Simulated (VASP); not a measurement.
# YGaC2N2 (P-1) in VASP: single point with PBE

Aim: the single point of YGaC2N2 with PBE.

Everything below comes from runs of VASP 6.6.1. Logs are shortened: lines on timing, memory, paths and dates and some standing lists are left out, and cuts for length are marked.

## 1. The cell of the first run

The typed cell holds 6 atoms: a = 3.578 Å, b = 3.678 Å, c = 8.865 Å, α = 98.98°, β = 94.71°, γ = 109.89°.

## 2. Single point, PBE, collinear spin, ferromagnetic start

Input file INCAR:

```
SYSTEM = YGaC2N2
PREC = Accurate
ENCUT = 520
EDIFF = 1E-6
ISMEAR = 0
SIGMA = 0.1
LREAL = .False.
LASPH = .True.
NELM = 150
ALGO = Normal
ISIF = 2
LWAVE = .False.
LCHARG = .False.
ISPIN = 2
MAGMOM = 0 0 1 1 1 1
LORBIT = 11
LMAXMIX = 4
GGA = PE
NBANDS = 34
```

Input file KPOINTS:

```
regular mesh
0
Gamma
  6 6 2
  0 0 0
```

Input file POSCAR:

```
YGaC2N2
1.0
    3.5780186500      0.0000000000      0.0000000000
   -1.2514456200      3.4580307300      0.0000000000
   -0.7279227300     -1.7346086900      8.6632127800
Y Ga C N
1 1 2 2
Direct
    0.5000000000      0.5000000000      0.5000000000
    0.0000000000      0.0000000000      0.0000000000
    0.1796815800      0.1796815800      0.8203184200
    0.8203184200      0.8203184200      0.1796815800
    0.2905610300      0.2905610300      0.7094389700
    0.7094389700      0.7094389700      0.2905610300
```

Potentials or basis: VASP PAW PBE potentials, release 64 (Y_sv, Ga_d, C, N).

Launch:

```console
cat potpaw_PBE.64/Y_sv/POTCAR potpaw_PBE.64/Ga_d/POTCAR potpaw_PBE.64/C/POTCAR potpaw_PBE.64/N/POTCAR > POTCAR
mpirun -np 1 vasp_std > vasp.out
```

OUTCAR:

```text
SYSTEM = YGaC2N2
   PREC = Accurate
   ENCUT = 520
   EDIFF = 1E-6
   ISMEAR = 0
   LREAL = .False.
   LASPH = .True.
   NELM = 150
   ISIF = 2
   ISPIN = 2
   LORBIT = 11
   GGA = PE

 ion  position               nearest neighbor table
   1  0.500  0.500  0.500-   5 2.21   6 2.21
   2  0.000  0.000  0.000-   3 1.90   4 1.90
   3  0.180  0.180  0.820-   5 1.17   2 1.90
   4  0.820  0.820  0.180-   6 1.17   2 1.90
   5  0.291  0.291  0.709-   3 1.17   1 2.21
   6  0.709  0.709  0.291-   4 1.17   1 2.21

  LATTYP: Found a triclinic cell.
 ALAT       =     3.6775117497
 B/A-ratio  =     3.4502131560
 C/A-ratio  =     1.1333324492
 COS(alpha) =     0.0016876885
 COS(beta)  =     0.5902149102
 COS(gamma) =     0.5907901074

  Lattice vectors:

 A1 = (   1.2514456200,  -3.4580307300,   0.0000000000)
 A2 = (   7.6795601900,  -5.1926394200,   8.6632127800)
 A3 = (  -2.3265730300,  -3.4580307300,   0.0000000000)

Analysis of symmetry for initial positions (statically):
=====================================================================
 Subroutine PRICEL returns:
 Original cell was already a primitive cell.

 Routine SETGRP: Setting up the symmetry group for a
 triclinic supercell.

 Subroutine GETGRP returns: Found  2 space group operations
 (whereof  2 operations were pure point group operations)
 out of a pool of  2 trial point group operations.

The static configuration has the point symmetry S_2 .

Analysis of symmetry for dynamics (positions and initial velocities):
=====================================================================
 Subroutine PRICEL returns:
 Original cell was already a primitive cell.

 Routine SETGRP: Setting up the symmetry group for a
 triclinic supercell.

 Subroutine GETGRP returns: Found  2 space group operations
 (whereof  2 operations were pure point group operations)
 out of a pool of  2 trial point group operations.

The dynamic configuration has the point symmetry S_2 .

Analysis of structural, dynamic, and magnetic symmetry:
=====================================================================
 Subroutine PRICEL returns:
 Original cell was already a primitive cell.

 Routine SETGRP: Setting up the symmetry group for a
 triclinic supercell.

 Subroutine GETGRP returns: Found  2 space group operations
 (whereof  2 operations were pure point group operations)
 out of a pool of  2 trial point group operations.

The overall configuration has the point symmetry S_2 .

 Subroutine INISYM returns: Found  2 space group operations
 (whereof  2 operations are pure point group operations),
 and found     1 'primitive' translations

----------------------------------------------------------------------------------------

                                     Primitive cell

  volume of cell :     107.1891

  direct lattice vectors                    reciprocal lattice vectors
     3.578018650  0.000000000  0.000000000     0.279484289  0.101144095  0.043735321
    -1.251445620  3.458030730  0.000000000     0.000000000  0.289181930  0.057902016
    -0.727922730 -1.734608690  8.663212780     0.000000000  0.000000000  0.115430617

  length of vectors
     3.578018650  3.677511750  8.865099801     0.300423658  0.294921739  0.115430617

  position of ions in fractional coordinates (direct lattice)
     0.500000000  0.500000000  0.500000000
     0.000000000  0.000000000  0.000000000
     0.179681580  0.179681580  0.820318420
     0.820318420  0.820318420  0.179681580
     0.290561030  0.290561030  0.709438970
[... 34 lines left out ...]

 Found     40 irreducible k-points:

 Following reciprocal coordinates:
            Coordinates               Weight
  0.000000  0.000000  0.000000      1.000000
  0.166667  0.000000  0.000000      2.000000
  0.333333  0.000000  0.000000      2.000000
  0.500000  0.000000  0.000000      1.000000
  0.000000  0.166667  0.000000      2.000000
  0.166667  0.166667  0.000000      2.000000
[... 16 lines left out ...]
  0.333333  0.000000  0.500000      2.000000
  0.500000  0.000000  0.500000      1.000000
 [... further k-points ...]
   k-points           NKPTS =     40   k-points in BZ     NKDIM =     40   number of bands    NBANDS=     34
   number of dos      NEDOS =    301   number of ions     NIONS =      6
   total plane-waves  NPLWV =  54880
   dimension x,y,z NGX =    28 NGY =   28 NGZ =   70
   dimension x,y,z NGXF=    56 NGYF=   56 NGZF=  140
   ions per type =               1   1   2   2
   NGX,Y,Z   is equivalent  to a cutoff of  13.01, 12.66, 13.13 a.u.
   NGXF,Y,Z  is equivalent  to a cutoff of  26.02, 25.32, 26.25 a.u.
 SYSTEM =  YGaC2N2
   PREC   = accura    normal or accurate (medium, high low for compatibility)
   ISTART =      0    job   : 0-new  1-cont  2-samecut
   ICHARG =      2    charge: 1-file 2-atom 10-const
   ISPIN  =      2    spin polarized calculation?
   LNONCOLLINEAR =      F non collinear calculations
   LSORBIT =      F    spin-orbit coupling
   LASPH  =      T    aspherical Exc in radial PAW
   ENCUT  =  520.0 eV  38.22 Ry    6.18 a.u.   6.65  6.84 16.48*2*pi/ulx,y,z
   NELM   =    150;   NELMIN=  2; NELMDL= -5     # of ELM steps
   EDIFF  = 0.1E-05   stopping-criterion for ELM
   LREAL  =      F    real-space projection
   EDIFFG = 0.1E-04   stopping-criterion for IOM
   NSW    =      0    number of steps for IOM
   IBRION =     -1    ionic relax: 0-MD 1-quasi-New 2-CG
   NFREE  =      0    steps in history (QN), initial steepest desc. (CG)
   ISIF   =      2    stress and relaxation
   ISYM   =      2    0-nonsym 1-usesym 2-fastsym
   POTIM  = 0.5000    time-step for ionic-motion
   TEBEG  =    0.0;   TEEND  =   0.0 temperature during run
   PSTRESS=    0.0 pullay stress
   NELECT =      42.0000    total number of electrons
   NUPDOWN=      -1.0000    fix difference up-down
   EMIN   =  10.00;   EMAX   =-10.00  energy-range for DOS
   EFERMI =   0.00;   METHOD = LEGACY
   ISMEAR =     0;   SIGMA  =   0.10  broadening in eV -4-tet -1-fermi 0-gaus
   EFERMI_NEDOS =   21; number of points for ismear=-14 and -15
   IALGO  =     38    algorithm
   IMIX   =      4    mixing-type and parameters
     AMIX     =   0.40;   BMIX     =  1.00
     AMIX_MAG =   1.60;   BMIX_MAG =  1.00
  volume/ion in A,a.u.               =      17.86       120.56
  Fermi-wavevector in a.u.,A,eV,Ry     =   1.197957  2.263810 19.525724  1.435100
  Thomas-Fermi vector in A             =   2.333858
   LORBIT       =     11    0 simple, 1 ext, 2 COOP (PROOUT), +10 PAW based schemes
   GGA     = PE    functional components
   LHFCALC =     F    Hartree Fock is set to
   AEXX    =    0.0000 exact exchange contribution
   IVDW    =     0    specifies the selected vdW correction
   LEPSILON=     F    determine dielectric tensor
   LRPA    =     F    only Hartree local field effects (RPA)
 spin polarized calculation
 Gauss-broadening in eV      SIGMA  =   0.10
  energy-cutoff  :      520.00
  volume of cell :      107.19
 maximum number of plane-waves:      2904
 NGX is ok and might be reduce to    28
   NGX = 13   NGY = 13   NGZ = 33

 number of electron      42.0000005 magnetization       0.0002335

 Free energy of the ion-electron system (eV)
  ---------------------------------------------------
  ext. energy  EPLUGINS =         0.00000000
  ---------------------------------------------------
  free energy    TOTEN  =       -40.91745003 eV

  energy without entropy =      -40.90134210  energy(sigma->0) =      -40.90939607

 E-fermi :   3.2117     XC(G=0):  -9.1321

 val. band max:        3.1942878417   @ k =   0.1667   0.1667   0.0000
 cond. band min:       3.2252125403   @ k =   0.1667   0.3333   0.5000
 fundamental gap:      0.0309246986
 Fermi energy:         3.2117483111

 spin component 1

 k-point     1 :       0.0000    0.0000    0.0000
  band No.  band energies     occupation
      1     -40.0376      1.00000
      2     -20.2688      1.00000
      3     -19.9974      1.00000
      4     -19.8713      1.00000
      5     -16.5677      1.00000
      6     -16.3369      1.00000
[... 853 lines left out ...]
     32       8.9551      0.00000
     33       9.8330      0.00000

 [... further k-points ...]

 spin component 2

 k-point     1 :       0.0000    0.0000    0.0000
  band No.  band energies     occupation
      1     -40.0373      1.00000
      2     -20.2686      1.00000
      3     -19.9971      1.00000
      4     -19.8708      1.00000
      5     -16.5677      1.00000
      6     -16.3370      1.00000
[... 853 lines left out ...]
     32       8.9560      0.00000
     33       9.8323      0.00000

 [... further k-points ...]

 [bands above 33 left out]

------------------------ aborting loop because EDIFF is reached ----------------------------------------

  FORCE on cell =-STRESS in cart. coord.  units (eV):
  Direction    XX          YY          ZZ          XY          YZ          ZX
  --------------------------------------------------------------------------------------
  -------------------------------------------------------------------------------------
  Total       -1.3857958     -0.7771797      7.9497473      0.3711102     -3.7446399     -1.9852175
  in kB      -20.7137818    -11.6166684    118.8265473      5.5470629    -55.9719209    -29.6734643
  external PRESSURE =      28.8320324 kB  Pullay stress =       0.0000000 kB

 VOLUME and BASIS-vectors are now :
 -----------------------------------------------------------------------------
  energy-cutoff  :      520.00
  volume of cell :      107.19
      direct lattice vectors                 reciprocal lattice vectors
     3.578018650  0.000000000  0.000000000     0.279484289  0.101144095  0.043735321
    -1.251445620  3.458030730  0.000000000     0.000000000  0.289181930  0.057902016
    -0.727922730 -1.734608690  8.663212780     0.000000000  0.000000000  0.115430617

 POSITION                                       TOTAL-FORCE (eV/Angst)
 -----------------------------------------------------------------------------------
      0.79933      0.86171      4.33161         0.000000     -0.000000      0.000000
      0.00000      0.00000      0.00000         0.000000      0.000000      0.000000
     -0.17909     -0.80159      7.10659        -1.420704     -2.373181      4.154378
      1.77774      2.52501      1.55662         1.420704      2.373181     -4.154378
      0.15959     -0.22583      6.14602         0.658119      1.024675     -2.957317
      1.43906      1.94925      2.51719        -0.658119     -1.024675      2.957317
 -----------------------------------------------------------------------------------
    total drift:                               -0.000000     -0.000000      0.000000

  FREE ENERGIE OF THE ION-ELECTRON SYSTEM (eV)
  ---------------------------------------------------
  free  energy   TOTEN  =       -40.9174500296 eV

  energy  without entropy=      -40.9013421030  energy(sigma->0) =      -40.90939607

 total charge

# of ion       s       p       d       f       tot
--------------------------------------------------
    1        2.224   6.296   1.009   0.066   9.595
    2        0.782   0.859  10.003   0.000  11.644
    3        0.927   1.674   0.000   0.000   2.601
    4        0.927   1.674   0.000   0.000   2.601
    5        1.312   2.601   0.000   0.000   3.914
    6        1.312   2.601   0.000   0.000   3.914
--------------------------------------------------
tot          7.483  15.706  11.013   0.066  34.268

 magnetization (x)

# of ion       s       p       d       f       tot
--------------------------------------------------
    1        0.000   0.000   0.000   0.000   0.000
    2       -0.000  -0.000  -0.000   0.000  -0.000
    3       -0.000  -0.000   0.000   0.000  -0.000
    4       -0.000  -0.000   0.000   0.000  -0.000
    5       -0.000  -0.000   0.000   0.000  -0.000
    6       -0.000  -0.000   0.000   0.000  -0.000
--------------------------------------------------
tot         -0.000  -0.000   0.000   0.000   0.000
```

Wall time 7.1 min (1 thread of AMD EPYC 7R13 (Zen 3), shared host); peak memory 0.41 GiB.

Results:

* Free energy: -40.9175 eV
* Pressure: 2.9 GPa
* Largest force: 4.991 eV/Å
* Band gap on the k mesh: zero (filled and empty bands overlap)
* Net moment: 0.00 μB per cell
* Valence electrons inside the program's atomic spheres: Y 9.60; Ga 11.64; C 2.60; N 3.91

Forces in eV/Å, atoms in the order of the input:
```
Y    0.000  0.000  0.000
Ga   0.000  0.000  0.000
C   -1.421 -2.373  4.154
C    1.421  2.373 -4.154
N    0.658  1.025 -2.957
N   -0.658 -1.025  2.957
```

Levels at points of the mesh, in eV from the Fermi level:
Spin up:
| k point | band 17 | band 18 | band 19 | band 20 | band 21 | band 22 | band 23 | band 24 | band 25 | band 26 |
| --- | --- | --- | --- | --- | --- | --- | --- | --- | --- | --- |
| (0.00, 0.00, 0.00) | -5.46 | -5.21 | -5.17 | -1.57 | -0.10 | 0.36 | 0.56 | 1.48 | 1.96 | 2.32 |
| (0.50, 0.00, 0.00) | -6.23 | -5.62 | -5.44 | -1.46 | -0.44 | 0.28 | 0.91 | 2.07 | 2.12 | 2.60 |
| (0.00, 0.50, 0.00) | -6.19 | -5.53 | -5.34 | -1.31 | -0.56 | 0.13 | 1.11 | 2.06 | 2.37 | 2.79 |
| (0.50, 0.50, 0.00) | -6.08 | -5.90 | -5.71 | -1.54 | -0.55 | -0.03 | 0.46 | 0.88 | 1.84 | 2.84 |
| (0.00, 0.00, 0.50) | -5.53 | -5.24 | -5.14 | -1.53 | -0.15 | 0.29 | 0.59 | 2.09 | 2.15 | 2.43 |
| (0.50, 0.00, 0.50) | -6.01 | -5.55 | -5.49 | -1.18 | -0.77 | 0.17 | 1.22 | 1.66 | 1.98 | 2.84 |
| (0.00, 0.50, 0.50) | -6.05 | -5.45 | -5.42 | -1.03 | -0.83 | 0.05 | 1.47 | 1.68 | 2.11 | 2.98 |
| (0.50, 0.50, 0.50) | -6.41 | -5.98 | -5.81 | -1.75 | -0.82 | 0.47 | 1.09 | 1.29 | 1.78 | 2.14 |
Spin down:
| k point | band 19 | band 20 | band 21 | band 22 | band 23 | band 24 |
| --- | --- | --- | --- | --- | --- | --- |
| (0.00, 0.00, 0.00) | -5.17 | -1.57 | -0.10 | 0.37 | 0.56 | 1.48 |
| (0.50, 0.00, 0.00) | -5.44 | -1.46 | -0.44 | 0.28 | 0.91 | 2.07 |
| (0.00, 0.50, 0.00) | -5.34 | -1.31 | -0.56 | 0.13 | 1.11 | 2.06 |
| (0.50, 0.50, 0.00) | -5.71 | -1.54 | -0.54 | -0.03 | 0.46 | 0.88 |
| (0.00, 0.00, 0.50) | -5.14 | -1.53 | -0.15 | 0.29 | 0.59 | 2.09 |
| (0.50, 0.00, 0.50) | -5.49 | -1.19 | -0.77 | 0.17 | 1.22 | 1.66 |
| (0.00, 0.50, 0.50) | -5.42 | -1.03 | -0.83 | 0.05 | 1.47 | 1.68 |
| (0.50, 0.50, 0.50) | -5.81 | -1.76 | -0.82 | 0.47 | 1.09 | 1.29 |

Caveat: the k points lie up to 0.36 Å⁻¹ apart; forces of over 1 eV/Å act on the atoms, so gaps and moduli don't describe the material at rest.

The gap in the log of VASP goes by the Fermi energy; the results here count the filled bands.